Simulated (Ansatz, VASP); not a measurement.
## AgCl: VASP beside Ansatz

```
Ag Cl
1.0
     0.00000    2.73500    2.73500
     2.73500    0.00000    2.73500
     2.73500    2.73500    0.00000
Ag Cl
1 1
Direct
  0.00000 0.00000 0.00000
  0.50000 0.50000 0.50000
```

Alike in both runs: functional PBEsol; k mesh 8 × 8 × 8; occupations fermi-dirac, width 0.05 eV; no spin polarisation; Hubbard terms Ag d U = 6.0 eV.

```csv
,VASP,Ansatz
version,VASP 6.6.1,Ansatz 0.2.0
potentials or method,"VASP PAW PBE potentials, release 64 (Ag_sv_GW, Cl)",Ansatz PAW
plane-wave cutoff (eV),630,420
valence electrons in the cell,26,26
task,single point,projected density of states
```

|  | VASP | Ansatz | Ansatz less VASP |
| --- | --- | --- | --- |
| gap on the k mesh at the Fermi level (eV) | 1.55 | 1.74 | +0.190 |
| least direct gap on the mesh (eV) | 3.40 | 3.26 | -0.139 |
| pressure (GPa) | 0.1 | 0.6 | +0.50 |

VASP's potentials were made for PBE, not for PBEsol. The programs project onto different local orbitals, so the same U acts differently, and such runs can settle in different states.
